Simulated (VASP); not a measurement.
# GaAs: single point with revPBE

GaAs:

```xyz
2
Lattice="0.0000 2.8269 2.8269 2.8269 0.0000 2.8269 2.8269 2.8269 0.0000" Properties=species:S:1:pos:R:3 pbc="T T T"
Ga    0.0000    0.0000    0.0000
As    4.2403    4.2403    4.2403
```

| Property | Result |
| --- | --- |
| Program | VASP 6.6.1 |
| Task | single point |
| Functional | revPBE |
| Potentials or basis | VASP PAW PBE potentials, release 64 (Ga_d, As) |
| Cutoff | 520 eV |
| k mesh | 8 × 8 × 8 |
| Occupations | gaussian, width 0.05 eV |
| Spin | no spin polarisation |
| Dipole correction | no |
| Further INCAR settings | ALGO = Normal; EDIFF = 1e-07; NBANDS = 16 |

| Quantity | Value |
| --- | --- |
| Pressure | 4.9 GPa |
| Band gap on the k mesh | 0.61 eV, direct |

Levels at points of the mesh, in eV from the valence-band top:
| k point | band 7 | band 8 | band 9 | band 10 | band 11 | band 12 |
| --- | --- | --- | --- | --- | --- | --- |
| (0.00, 0.00, 0.00) | 0.00 | 0.00 | 0.00 | 0.61 | 3.75 | 3.75 |
| (0.50, 0.00, 0.00) | -6.61 | -1.14 | -1.14 | 1.07 | 4.66 | 4.66 |
| (0.50, 0.50, 0.00) | -6.79 | -2.67 | -2.67 | 1.54 | 1.71 | 10.21 |

Wall time 34 s on 1 thread of AMD EPYC 7R43 64-Core Processor (Zen 3), with other jobs on the host, peak memory 0.13 GiB.

Caveat: the PAW data sets were made with another functional, which shifts forces and pressure a little. A k mesh can miss the band edges.
